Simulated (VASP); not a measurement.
Input of a VASP 6.6.1 run:

File INCAR:

```
SYSTEM = Te
  ALGO = Normal
  EDIFF = 1E-6
  ENCUT = 520
  GGA = PE
  ISIF = 2
  ISMEAR = 0
  LASPH = .True.
  LCHARG = .False.
  LREAL = .False.
  LWAVE = .False.
  NBANDS = 27
  NELM = 60
  PREC = Accurate
  SIGMA = 0.1
```

Contents of KPOINTS:

```
k-points
0
Gamma
  3 3 4
  0 0 0
```

The input POSCAR:

```
Te
1.0
    7.0859268600      0.0000000000      0.0000000000
   -3.5429634300      6.1365926700      0.0000000000
    0.0000000000      0.0000000000      5.2627629900
Te
6
Direct
    0.2075318500      0.4150637100      0.0000000000
    0.5849362900      0.7924681500      0.0000000000
    0.2075318500      0.7924681500      0.0000000000
    0.7924681500      0.5849362900      0.0000000000
    0.4150637100      0.2075318500      0.0000000000
    0.7924681500      0.2075318500      0.0000000000
```

Potentials or basis: VASP PAW PBE potentials, release 64 (Te).

The run is started by

```console
$ cat potpaw_PBE.64/Te/POTCAR > POTCAR
$ mpirun -np 1 vasp_std > vasp.out
```

Question: What does it give for the band gap on the k mesh?

Answer: Zero (bands 18 and 19 overlap by 1.18 eV).

Question: Estimate the largest force.

Answer: 1.548 eV/Å.

Question: Estimate the pressure.

Answer: 28.5 GPa.

Stress tensor (GPa, compression positive):
```
42.94  0.00  0.00
 0.00 42.94  0.00
 0.00  0.00 -0.28
```

Caveat: the stress differs along the axes, from -0 to 43 GPa; spin-orbit coupling is left out, which moves the levels of the heavy elements; this functional lacks dispersion, which binds layers or chains, so the pressure and a relaxed spacing across them are unreliable; forces of over 1 eV/Å act on the atoms, so gaps and moduli don't describe the material at rest.
